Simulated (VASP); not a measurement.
**TaN: single point with PBE**

The system is TaN, a wire with vacuum.

```xyz
2
Lattice="9.9000 0.0000 0.0000 0.0000 9.3000 0.0000 0.0000 0.0000 3.5780" Properties=species:S:1:pos:R:3 pbc="T T T"
Ta    4.5028    4.6500    0.0000
N     5.3972    4.6500    1.7890
```

| Quantity | Value |
| --- | --- |
| Program | VASP 6.6.1 |
| Task | single point |
| Functional | PBE |
| Potentials or basis | VASP PAW PBE potentials, release 64 (Ta_pv, N) |
| Cutoff | 520 eV |
| k mesh | 1 × 1 × 18 |
| Occupations | gaussian, width 0.05 eV |
| Spin | collinear spin, ferromagnetic start |
| Starting moments | [1.5, 0.5] μB |

- Largest force: 2.575 eV/Å
- Net moment: 2.00 μB per cell
- Site moments: Ta +1.19; N -0.12 μB
- Valence electrons inside the program's atomic spheres: Ta 8.67; N 3.62

Forces on the atoms (eV/Å):
```
Ta   2.575  0.000  0.000
N   -2.575  0.000  0.000
```

Levels at points of the mesh, in eV from the Fermi level:
Spin up:
| k point | band 7 | band 8 | band 9 | band 10 | band 11 | band 12 |
| --- | --- | --- | --- | --- | --- | --- |
| (0.00, 0.00, 0.00) | -2.26 | -1.52 | -0.03 | 0.05 | 0.92 | 3.65 |
| (0.00, 0.00, 0.50) | -1.59 | -0.66 | -0.26 | 0.46 | 0.64 | 3.22 |
Spin down:
```csv
k point,band 5,band 6,band 7,band 8,band 9,band 10
"(0.00, 0.00, 0.00)",-3.62,-3.43,-2.09,0.06,1.14,1.80
"(0.00, 0.00, 0.50)",-3.90,-3.02,-1.59,1.02,1.12,1.54
```

Run time: 3.4 min on 1 thread of Intel(R) Xeon(R) 6975P-C (Granite Rapids), with other jobs on the host, peak memory 0.57 GiB.

Caveat: spin-orbit coupling is left out, which moves the levels of the heavy elements.
